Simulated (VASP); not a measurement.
## GaAs: single point with PBE

GaAs:

```xyz
2
Lattice="0.0000 2.8268 2.8268 2.8268 0.0000 2.8268 2.8268 2.8268 0.0000" Properties=species:S:1:pos:R:3 pbc="T T T"
Ga    0.0000    0.0000    0.0000
As    4.2403    4.2403    4.2403
```

- Program: VASP 6.6.1
- Task: single point
- Functional: PBE
- Potentials or basis: VASP PAW PBE potentials, release 64 (Ga_d, As)
- Cutoff: 520 eV
- k mesh: 6 × 6 × 6
- Occupations: gaussian, width 0.03 eV
- Spin: no spin polarisation

```
Pressure               : 3.4 GPa
Band gap on the k mesh : 0.52 eV, direct
```

Levels at points of the mesh, in eV from the valence-band top:
| k point | band 6 | band 7 | band 8 | band 9 | band 10 | band 11 | band 12 | band 13 |
| --- | --- | --- | --- | --- | --- | --- | --- | --- |
| (0.00, 0.00, 0.00) | -12.73 | 0.00 | 0.00 | 0.00 | 0.52 | 3.72 | 3.72 | 3.72 |
| (0.50, 0.00, 0.00) | -10.96 | -6.64 | -1.14 | -1.14 | 1.00 | 4.63 | 4.63 | 7.75 |
| (0.50, 0.50, 0.00) | -10.22 | -6.82 | -2.68 | -2.68 | 1.46 | 1.65 | 10.16 | 10.16 |

It took 26 s on 1 thread of Intel Xeon 6975P-C, with other jobs on the host, peak memory 0.17 GiB.

A k mesh can miss the band edges. As with any semilocal functional, this PBE gap is likely too small.
